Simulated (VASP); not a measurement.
Set up this calculation in VASP 6.6.1, as the native input.

| Item | Value |
| --- | --- |
| Task | electric field gradients |
| Functional | PBE |
| Potentials or basis | VASP PAW PBE potentials, release 64 (Hf_pv, Si, O) |
| Cutoff | 520 eV |
| k mesh | 5 × 5 × 5 |
| Occupations | fermi-dirac, width 0.02 eV |
| Spin | no spin polarisation |
| Dipole correction | no |
| Further INCAR settings | ALGO = Normal; EDIFF = 1e-08; NBANDS = 50 |

The structure of HfSiO4 lies in POSCAR:

```
HfSiO4
1.0
   -3.3507026377      3.3507026377      3.0400775913
    3.3507026377     -3.3507026377      3.0400775913
    3.3507026377      3.3507026377     -3.0400775913
Hf Si O
2 2 8
Direct
    0.7500000000      0.2500000000      0.5000000000
    0.0000000000      0.0000000000      0.0000000000
    0.2500000000      0.7500000000      0.5000000000
    0.5000000000      0.5000000000      0.0000000000
    0.1340001033      0.3192779115      0.8147221918
    0.0692779115      0.7545557197      0.6852778082
    0.5045557197      0.3192779115      0.1852778082
    0.0692779115      0.3840001033      0.3147221918
    0.6159998967      0.9307220885      0.6852778082
    0.6807220885      0.8659998967      0.1852778082
    0.2454442803      0.9307220885      0.3147221918
    0.6807220885      0.4954442803      0.8147221918
```

This cell differs from its parent crystal: volume scaled by 1.06.

One way to write it, as run:

INCAR

```
SYSTEM = HfSiO4
PREC = Accurate
ENCUT = 520
EDIFF = 1E-8
ISMEAR = -1
SIGMA = 0.02
LREAL = .FALSE.
LASPH = .TRUE.
NELM = 100
ALGO = Normal
ISIF = 2
LWAVE = .FALSE.
LCHARG = .FALSE.
GGA = PE
LEFG = .TRUE.
NBANDS = 50
```

KPOINTS

```
Automatic mesh
0
G
  5 5 5
  0 0 0
```

Potentials or basis: VASP PAW PBE potentials, release 64 (Hf_pv, Si, O).

Launch:

```sh
$ cat potpaw_PBE.64/Hf_pv/POTCAR potpaw_PBE.64/Si/POTCAR potpaw_PBE.64/O/POTCAR > POTCAR
$ mpirun -np 1 vasp_std > vasp.out
```

It gave:

The pressure is -8.0 GPa. The largest force is 0.287 eV/Å and the band gap on the k mesh is 5.13 eV, indirect (least direct gap 5.46 eV).

Caveat: without QUAD_EFG the Cq values of the log hold for a quadrupole moment of 1 mb, not for the nuclei; spin-orbit coupling is left out, which moves the levels of the heavy elements.

Run time: 95 s on 1 thread of AMD EPYC 9R45 96-Core Processor (Zen 5), on a shared host, peak memory 0.28 GiB.
